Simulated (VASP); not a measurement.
# Ni (Fm-3m) in VASP: notebook

Runs on Ni. Level: HSE06. Tasks: single point.

All numbers are computed with VASP 6.6.1; they aren't measurements. Logs are shortened: lines on timing, memory, paths and dates and some standing lists are left out, and cuts for length are marked.

### 1 The cell of the first run

Symmetry: Fm-3m, No. 225, cubic system. The conventional cell has a = 3.450 Å, b = 3.450 Å, c = 3.450 Å, α = 90.00°, β = 90.00°, γ = 90.00°. Ni (site symmetry m-3m) has 12 Ni at 2.44 Å within 3.2 Å.

### 2 Single point, HSE06

Contents of POSCAR:

```
Ni
1.0
    0.0000000000      1.7252484897      1.7252484897
    1.7252484897      0.0000000000      1.7252484897
    1.7252484897      1.7252484897      0.0000000000
Ni
1
Direct
    0.0000000000      0.0000000000      0.0000000000
```

Contents of INCAR.step1:

```
SYSTEM = Ni
PREC     = Accurate       ! precision mode
ENCUT    = 510            ! plane-wave cutoff, eV
EDIFF    = 1E-5           ! SCF threshold, eV
ISMEAR   = -1             ! smearing method
SIGMA    = 0.1            ! smearing width, eV
LREAL    = .FALSE.        ! projectors in reciprocal space
LASPH    = .TRUE.         ! aspherical terms in the spheres
NELM     = 120            ! most SCF steps
ALGO     = Normal         ! electronic algorithm
ISIF     = 2              ! what is computed and relaxed
LWAVE    = .TRUE.         ! write WAVECAR
LCHARG   = .FALSE.        ! write CHGCAR
GGA      = PE             ! functional
NBANDS   = 15             ! bands
GGA_COMPAT= .FALSE.
```

Contents of INCAR.step2:

```
SYSTEM = Ni
PREC     = Accurate       ! precision mode
ENCUT    = 510            ! plane-wave cutoff, eV
EDIFF    = 1E-6           ! SCF threshold, eV
ISMEAR   = -1             ! smearing method
SIGMA    = 0.1            ! smearing width, eV
LREAL    = .FALSE.        ! projectors in reciprocal space
LASPH    = .TRUE.         ! aspherical terms in the spheres
NELM     = 120            ! most SCF steps
ALGO     = Normal         ! electronic algorithm
ISIF     = 2              ! what is computed and relaxed
LWAVE    = .FALSE.        ! write WAVECAR
LCHARG   = .FALSE.        ! write CHGCAR
GGA      = PE             ! functional
LHFCALC  = .TRUE.         ! exact exchange
HFSCREEN = 0.2079         ! screening, 1/A
PRECFOCK = Normal       
ISTART   = 1            
NBANDS   = 15             ! bands
GGA_COMPAT= .FALSE.
```

Contents of KPOINTS:

```
Automatic mesh
0
G
  6 6 6
  0 0 0
```

Potentials or basis: VASP PAW PBE potentials, release 64 (Ni_sv_GW).

Started as:

```console
> cat potpaw_PBE.64/Ni_sv_GW/POTCAR > POTCAR
> cp INCAR.step1 INCAR
> mpirun -np 1 vasp_std > vasp.out
> cp INCAR.step2 INCAR
> mpirun -np 1 vasp_std > vasp.out
```

OUTCAR:

```text
SYSTEM = Ni
   PREC = Accurate
   ENCUT = 510
   EDIFF = 1E-6
   ISMEAR = -1
   LREAL = .FALSE.
   LASPH = .TRUE.
   NELM = 120
   ISIF = 2
   GGA = PE
   LHFCALC = .TRUE.
   HFSCREEN = 0.2079
   PRECFOCK = Normal
   ISTART = 1

 ion  position               nearest neighbor table
   1  0.000  0.000  0.000-

  LATTYP: Found a face centered cubic cell.
 ALAT       =     3.4504969794

  Lattice vectors:

 A1 = (   0.0000000000,   1.7252484897,   1.7252484897)
 A2 = (   1.7252484897,   0.0000000000,   1.7252484897)
 A3 = (   1.7252484897,   1.7252484897,   0.0000000000)

Analysis of symmetry for initial positions (statically):
=====================================================================
 Subroutine PRICEL returns:
 Original cell was already a primitive cell.

 Routine SETGRP: Setting up the symmetry group for a
 face centered cubic supercell.

 Subroutine GETGRP returns: Found 48 space group operations
 (whereof 48 operations were pure point group operations)
 out of a pool of 48 trial point group operations.

The static configuration has the point symmetry O_h .

Analysis of symmetry for dynamics (positions and initial velocities):
=====================================================================
 Subroutine PRICEL returns:
 Original cell was already a primitive cell.

 Routine SETGRP: Setting up the symmetry group for a
 face centered cubic supercell.

 Subroutine GETGRP returns: Found 48 space group operations
 (whereof 48 operations were pure point group operations)
 out of a pool of 48 trial point group operations.

The dynamic configuration has the point symmetry O_h .

 Subroutine INISYM returns: Found 48 space group operations
 (whereof 48 operations are pure point group operations),
 and found     1 'primitive' translations

----------------------------------------------------------------------------------------

                                     Primitive cell

  volume of cell :      10.2703

  direct lattice vectors                    reciprocal lattice vectors
     0.000000000  1.725248490  1.725248490    -0.289813324  0.289813324  0.289813324
     1.725248490  0.000000000  1.725248490     0.289813324 -0.289813324  0.289813324
     1.725248490  1.725248490  0.000000000     0.289813324  0.289813324 -0.289813324

  length of vectors
     2.439869813  2.439869813  2.439869813     0.501971402  0.501971402  0.501971402

  position of ions in fractional coordinates (direct lattice)
     0.000000000  0.000000000  0.000000000

  ion indices of the primitive-cell ions
   primitive index   ion index
                 1           1

----------------------------------------------------------------------------------------

 KPOINTS: Automatic mesh

Automatic generation of k-mesh.
 Grid dimensions read from file:
 generate k-points for:    6    6    6

 Generating k-lattice:

  Cartesian coordinates                     Fractional coordinates (reciprocal lattice)
    -0.048302221  0.048302221  0.048302221     0.166666667  0.000000000  0.000000000
     0.048302221 -0.048302221  0.048302221     0.000000000  0.166666667  0.000000000
     0.048302221  0.048302221 -0.048302221     0.000000000  0.000000000  0.166666667

  Length of vectors
     0.083661900  0.083661900  0.083661900

  Shift w.r.t. Gamma in fractional coordinates (k-lattice)
     0.000000000  0.000000000  0.000000000

 Subroutine IBZKPT returns following result:
 ===========================================

 Found     16 irreducible k-points:

 Following reciprocal coordinates:
            Coordinates               Weight
  0.000000  0.000000  0.000000      1.000000
  0.166667  0.000000  0.000000      8.000000
  0.333333  0.000000  0.000000      8.000000
  0.500000  0.000000  0.000000      4.000000
  0.166667  0.166667  0.000000      6.000000
  0.333333  0.166667  0.000000     24.000000
[... 8 lines left out ...]
 -0.333333  0.333333  0.166667     24.000000
 -0.333333  0.500000  0.166667     12.000000
   k-points           NKPTS =     16   k-points in BZ     NKDIM =    216   number of bands    NBANDS=     15
   number of dos      NEDOS =    301   number of ions     NIONS =      1
   total plane-waves  NPLWV =   5832
   dimension x,y,z NGX =    18 NGY =   18 NGZ =   18
   dimension x,y,z NGXF=    36 NGYF=   36 NGZF=   36
   ions per type =               1
   NGX,Y,Z   is equivalent  to a cutoff of  12.26, 12.26, 12.26 a.u.
   NGXF,Y,Z  is equivalent  to a cutoff of  24.53, 24.53, 24.53 a.u.
 SYSTEM =  Ni
   PREC   = accura    normal or accurate (medium, high low for compatibility)
   ISTART =      1    job   : 0-new  1-cont  2-samecut
   ICHARG =      0    charge: 1-file 2-atom 10-const
   ISPIN  =      1    spin polarized calculation?
   LNONCOLLINEAR =      F non collinear calculations
   LSORBIT =      F    spin-orbit coupling
   LASPH  =      T    aspherical Exc in radial PAW
   ENCUT  =  510.0 eV  37.48 Ry    6.12 a.u.   4.49  4.49  4.49*2*pi/ulx,y,z
[... 65 lines left out ...]
  band No.  band energies     occupation
      1    -100.8431      2.00000
      2     -59.4600      2.00000
      3     -59.4600      2.00000
      4     -59.4600      2.00000
      5      -2.2426      2.00000
      6       5.0165      2.00000
      7       5.0165      2.00000
      8       5.0165      2.00000
      9       5.8506      2.00000
     10       5.8506      2.00000
     11      33.3738      0.00000
     12      38.1731      0.00000
     13      38.1731      0.00000
     14      38.1731      0.00000
     15      41.4623      0.00000

 k-point     2 :       0.1667    0.0000    0.0000
  band No.  band energies     occupation
      1    -100.8298      2.00000
      2     -59.5415      2.00000
      3     -59.4719      2.00000
      4     -59.4719      2.00000
      5      -1.0049      2.00000
      6       4.7588      2.00000
      7       5.1922      2.00000
      8       5.1922      2.00000
      9       5.9010      2.00000
     10       5.9010      2.00000
     11      29.0666      0.00000
     12      34.3760      0.00000
     13      36.9509      0.00000
     14      36.9509      0.00000
     15      42.3236      0.00000

 k-point     3 :       0.3333    0.0000    0.0000
  band No.  band energies     occupation
      1    -100.8040      2.00000
      2     -59.7053      2.00000
      3     -59.4988      2.00000
      4     -59.4988      2.00000
      5       1.5554      2.00000
      6       4.8902      2.00000
      7       4.8902      2.00000
      8       5.3103      2.00000
      9       6.7857      1.99887
     10       6.7857      1.99887
     11      20.6599      0.00000
     12      32.7676      0.00000
     13      35.9131      0.00000
     14      35.9131      0.00000
     15      39.9570      0.00000

 k-point     4 :       0.5000    0.0000    0.0000
  band No.  band energies     occupation
      1    -100.7901      2.00000
      2     -59.7864      2.00000
      3     -59.5114      2.00000
      4     -59.5114      2.00000
      5       2.1645      2.00000
      6       4.6801      2.00000
      7       4.6802      2.00000
      8       7.3724      1.66594
      9       7.3724      1.66592
     10       7.9286      0.03758
     11      15.6389      0.00000
     12      31.8469      0.00000
     13      35.5915      0.00000
     14      35.5915      0.00000
     15      38.2478      0.00000
[... 163 lines left out ...]
 k-point    14 :       0.5000    0.3333    0.1667
  band No.  band energies     occupation
      1    -100.7864      2.00000
      2     -59.7057      2.00000
      3     -59.5964      2.00000
      4     -59.5388      2.00000
      5       2.8825      2.00000
      6       3.8091      2.00000
      7       4.5345      2.00000
      8       6.0183      2.00000
      9       7.0202      1.98822
     10       9.9729      0.00000
     11      22.2640      0.00000
     12      23.3276      0.00000
     13      27.2752      0.00000
     14      37.3589      0.00000
     15      39.9143      0.00000

 k-point    15 :      -0.3333    0.3333    0.1667
  band No.  band energies     occupation
      1    -100.7778      2.00000
      2     -59.7171      2.00000
      3     -59.6365      2.00000
      4     -59.5585      2.00000
      5       3.2926      2.00000
      6       3.7456      2.00000
      7       4.6408      2.00000
      8       5.7396      2.00000
      9       7.5951      0.69970
     10      14.2369      0.00000
     11      16.4111      0.00000
     12      23.5387      0.00000
     13      24.6180      0.00000
     14      37.8938      0.00000
     15      40.8764      0.00000

 k-point    16 :      -0.3333    0.5000    0.1667
  band No.  band energies     occupation
      1    -100.7736      2.00000
      2     -59.7250      2.00000
      3     -59.6331      2.00000
      4     -59.5887      2.00000
      5       2.5924      2.00000
      6       3.4743      2.00000
      7       5.5344      2.00000
      8       6.1565      2.00000
      9       8.0440      0.01200
     10      14.8002      0.00000
     11      19.4872      0.00000
     12      20.3399      0.00000
     13      22.1697      0.00000
     14      36.3616      0.00000
     15      40.5455      0.00000

------------------------ aborting loop because EDIFF is reached ----------------------------------------

  FORCE on cell =-STRESS in cart. coord.  units (eV):
  Direction    XX          YY          ZZ          XY          YZ          ZX
  --------------------------------------------------------------------------------------
  -------------------------------------------------------------------------------------
  Total       -0.0525527     -0.0525527     -0.0525527      0.0000000      0.0000000      0.0000000
  in kB       -8.1982391     -8.1982391     -8.1982391      0.0000000      0.0000000      0.0000000
  external PRESSURE =      -8.1982391 kB  Pullay stress =       0.0000000 kB

 VOLUME and BASIS-vectors are now :
 -----------------------------------------------------------------------------
  energy-cutoff  :      510.00
  volume of cell :       10.27
      direct lattice vectors                 reciprocal lattice vectors
     0.000000000  1.725248490  1.725248490    -0.289813324  0.289813324  0.289813324
     1.725248490  0.000000000  1.725248490     0.289813324 -0.289813324  0.289813324
     1.725248490  1.725248490  0.000000000     0.289813324  0.289813324 -0.289813324

 POSITION                                       TOTAL-FORCE (eV/Angst)
 -----------------------------------------------------------------------------------
      0.00000      0.00000      0.00000        -0.000000     -0.000000      0.000000
 -----------------------------------------------------------------------------------
    total drift:                                0.000001      0.000002      0.000002

  FREE ENERGIE OF THE ION-ELECTRON SYSTEM (eV)
  ---------------------------------------------------
  free  energy   TOTEN  =        -5.2146474971 eV

  energy  without entropy=       -5.1672011535  energy(sigma->0) =       -5.19092433
```

Wall time 9.7 min (1 thread of Intel Xeon Platinum 8488C (Sapphire Rapids), shared host); peak memory 0.23 GiB.

What came out:

* Free energy: -5.2146 eV
* Pressure: -0.8 GPa
* Band gap on the k mesh: zero (bands 9 and 10 overlap by 2.20 eV)

Caveat: the k points lie up to 0.53 Å⁻¹ apart, too coarse for converged energies and pressures of a metal; the PAW data sets were made with another functional, which shifts forces and pressure a little; the run has no spin polarisation, though such a crystal can be magnetic. Spin polarisation is off, so any magnetic state and its effect on volume and gap are missing.

### 3 Single point, HSE06

This run uses another cell than the first one, of 10.92 Å³/atom.

Contents of POSCAR:

```
Ni
1.0
    0.0000000000      1.7608306076      1.7608306076
    1.7608306076      0.0000000000      1.7608306076
    1.7608306076      1.7608306076      0.0000000000
Ni
1
Direct
    0.0000000000      0.0000000000      0.0000000000
```

Contents of INCAR.step1:

```
PREC = Accurate ; ENCUT = 510
EDIFF = 1E-5 ; ISMEAR = -1
SIGMA = 0.1 ; LREAL = F
LASPH = T ; NELM = 120
ALGO = Normal ; ISIF = 2
LWAVE = T ; LCHARG = F
NBANDS = 15 ; GGA = PE
GGA_COMPAT = F
```

Contents of INCAR.step2:

```
PREC = Accurate ; ENCUT = 510
EDIFF = 1E-6 ; ISMEAR = -1
SIGMA = 0.1 ; LREAL = F
LASPH = T ; NELM = 120
ALGO = Normal ; ISIF = 2
LWAVE = F ; LCHARG = F
GGA = PE ; LHFCALC = T
HFSCREEN = 0.2079 ; PRECFOCK = Normal
NBANDS = 15 ; ISTART = 1
GGA_COMPAT = F
```

Contents of KPOINTS:

```
regular mesh
0
Gamma
  6 6 6
```

Potentials or basis: VASP PAW PBE potentials, release 64 (Ni_sv_GW).

Started as:

```console
> cat potpaw_PBE.64/Ni_sv_GW/POTCAR > POTCAR
> cp INCAR.step1 INCAR
> mpirun -np 1 vasp_std > vasp.out
> cp INCAR.step2 INCAR
> mpirun -np 1 vasp_std > vasp.out
```

Wall time 15 min (1 thread of AMD EPYC 7R43 (Zen 3), shared host); peak memory 0.19 GiB.

Results (log left out):

* Free energy: -5.2055 eV
* Pressure: -12.9 GPa
* Band gap on the k mesh: zero (bands 9 and 10 overlap by 2.08 eV)

Levels at points of the mesh, in eV from the Fermi level:
```tsv
k point	band 6	band 7	band 8	band 9	band 10	band 11	band 12	band 13
(0.00, 0.00, 0.00)	-2.31	-2.31	-2.31	-1.60	-1.60	25.31	29.64	29.64
(0.50, 0.00, 0.00)	-2.65	-2.65	-0.16	-0.16	0.52	7.62	23.81	26.96
(0.50, 0.50, 0.00)	-4.33	-0.74	0.48	0.48	3.57	11.08	16.75	16.75
```

Caveat: the k points lie up to 0.52 Å⁻¹ apart, too coarse for converged energies and pressures of a metal; the PAW data sets were made with another functional, which shifts forces and pressure a little; the run has no spin polarisation, though such a crystal can be magnetic.

### 4 Single point, HSE06

This run uses another cell than the first one, of 10.92 Å³/atom.

POSCAR is that of step 3.

Contents of INCAR.step1:

```
SYSTEM = Ni
  ALGO = Normal
  EDIFF = 1E-5
  ENCUT = 510
  GGA = PE
  GGA_COMPAT = .False.
  ISIF = 2
  ISMEAR = -1
  LASPH = .True.
  LCHARG = .False.
  LREAL = .False.
  LWAVE = .True.
  NBANDS = 15
  NELM = 120
  PREC = Accurate
  SIGMA = 0.1
```

Contents of INCAR.step2:

```
SYSTEM = Ni
  ALGO = Normal
  EDIFF = 1E-6
  ENCUT = 510
  GGA = PE
  GGA_COMPAT = .False.
  HFSCREEN = 0.2079
  ISIF = 2
  ISMEAR = -1
  ISTART = 1
  LASPH = .True.
  LCHARG = .False.
  LHFCALC = .True.
  LREAL = .False.
  LWAVE = .False.
  NBANDS = 15
  NELM = 120
  PREC = Accurate
  PRECFOCK = Normal
  SIGMA = 0.1
```

Contents of KPOINTS:

```
k-points
0
Gamma
  6 6 6
  0 0 0
```

Started as:

```console
> cat potpaw_PBE.64/Ni_sv_GW/POTCAR > POTCAR
> cp INCAR.step1 INCAR
> mpirun -np 1 vasp_std > vasp.out
> cp INCAR.step2 INCAR
> mpirun -np 1 vasp_std > vasp.out
```

Run time: 15 min. Hardware: 1 thread of AMD EPYC 7R43 (Zen 3), shared host; peak memory 0.19 GiB.

It converged, with:

* Free energy: -5.2055 eV
* Pressure: -12.9 GPa
* Band gap on the k mesh: zero (bands 9 and 10 overlap by 2.08 eV)

Levels at points of the mesh, in eV from the Fermi level:
```tsv
k point	band 6	band 7	band 8	band 9	band 10	band 11	band 12	band 13
(0.00, 0.00, 0.00)	-2.31	-2.31	-2.31	-1.60	-1.60	25.31	29.64	29.64
(0.50, 0.00, 0.00)	-2.65	-2.65	-0.16	-0.16	0.52	7.62	23.81	26.96
(0.50, 0.50, 0.00)	-4.33	-0.74	0.48	0.48	3.57	11.08	16.75	16.75
```

Caveat: the k points lie up to 0.52 Å⁻¹ apart, too coarse for converged energies and pressures of a metal; the PAW data sets were made with another functional, which shifts forces and pressure a little; the run has no spin polarisation, though such a crystal can be magnetic.

### 5 Single point, HSE06

This run uses another cell than the first one, of 10.59 Å³/atom.

Contents of POSCAR:

```
Ni
1.0
    0.0000000000      1.7432211216      1.7432211216
    1.7432211216      0.0000000000      1.7432211216
    1.7432211216      1.7432211216      0.0000000000
Ni
1
Direct
    0.0000000000      0.0000000000      0.0000000000
```

Contents of INCAR.step1:

```
SYSTEM = Ni
ALGO = Normal ; EDIFF = 1E-5
ENCUT = 510 ; GGA = PE
GGA_COMPAT = .FALSE. ; ISIF = 2
ISMEAR = -1 ; LASPH = .TRUE.
LCHARG = .FALSE. ; LREAL = .FALSE.
LWAVE = .TRUE. ; NBANDS = 15
NELM = 120 ; PREC = Accurate
SIGMA = 0.1
```

Contents of INCAR.step2:

```
SYSTEM = Ni
ALGO = Normal ; EDIFF = 1E-6
ENCUT = 510 ; GGA = PE
GGA_COMPAT = .FALSE. ; HFSCREEN = 0.2079
ISIF = 2 ; ISMEAR = -1
ISTART = 1 ; LASPH = .TRUE.
LCHARG = .FALSE. ; LHFCALC = .TRUE.
LREAL = .FALSE. ; LWAVE = .FALSE.
NBANDS = 15 ; NELM = 120
PREC = Accurate ; PRECFOCK = Normal
SIGMA = 0.1
```

Contents of KPOINTS:

```
k-points
0
G
  6 6 6
  0 0 0
```

Started as:

```console
> cat potpaw_PBE.64/Ni_sv_GW/POTCAR > POTCAR
> cp INCAR.step1 INCAR
> mpirun -np 1 vasp_std > vasp.out
> cp INCAR.step2 INCAR
> mpirun -np 1 vasp_std > vasp.out
```

Run time: 10 min. Hardware: 1 thread of AMD EPYC 9R45 (Zen 5), shared host; peak memory 0.2 GiB.

It converged, with:

```
Free energy            : -5.2164 eV
Pressure               : -7.4 GPa
Band gap on the k mesh : zero (bands 9 and 10 overlap by 2.14 eV)
```

Levels at points of the mesh, in eV from the Fermi level:
```csv
k point,band 5,band 6,band 7,band 8,band 9,band 10,band 11,band 12,band 13,band 14
"(0.00, 0.00, 0.00)",-9.53,-2.41,-2.41,-2.41,-1.64,-1.64,25.57,30.13,30.13,30.13
"(0.50, 0.00, 0.00)",-5.16,-2.75,-2.75,-0.16,-0.16,0.46,7.86,24.06,27.49,27.49
"(0.50, 0.50, 0.00)",-5.44,-4.52,-0.74,0.50,0.50,3.59,11.37,17.04,17.04,22.43
```

Caveat: the k points lie up to 0.52 Å⁻¹ apart, too coarse for converged energies and pressures of a metal; the PAW data sets were made with another functional, which shifts forces and pressure a little; the run has no spin polarisation, though such a crystal can be magnetic. Spin polarisation is off, so any magnetic state and its effect on volume and gap are missing.

### 6 Overview

| cell | gap on the mesh (eV) | pressure (GPa) |
| --- | --- | --- |
| a = 2.440 Å, angles 60.0°, 1 atom | none | -0.8 |
| a = 2.490 Å, angles 60.0°, 1 atom | none | -12.9 |
| a = 2.465 Å, angles 60.0°, 1 atom | none | -7.4 |

Alike in all rows: task single point; level HSE06; potentials or basis VASP PAW PBE potentials, release 64 (Ni_sv_GW); no spin polarisation; k mesh 6 × 6 × 6; cutoff (eV) 510; smearing fermi-dirac 0.1 eV.

Caveats: all runs use coarse meshes; the PAW data sets were made with another functional, which shifts forces and pressure a little; the run has no spin polarisation, though such a crystal can be magnetic.

Absolute energies hang on the potentials; compare differences alone.
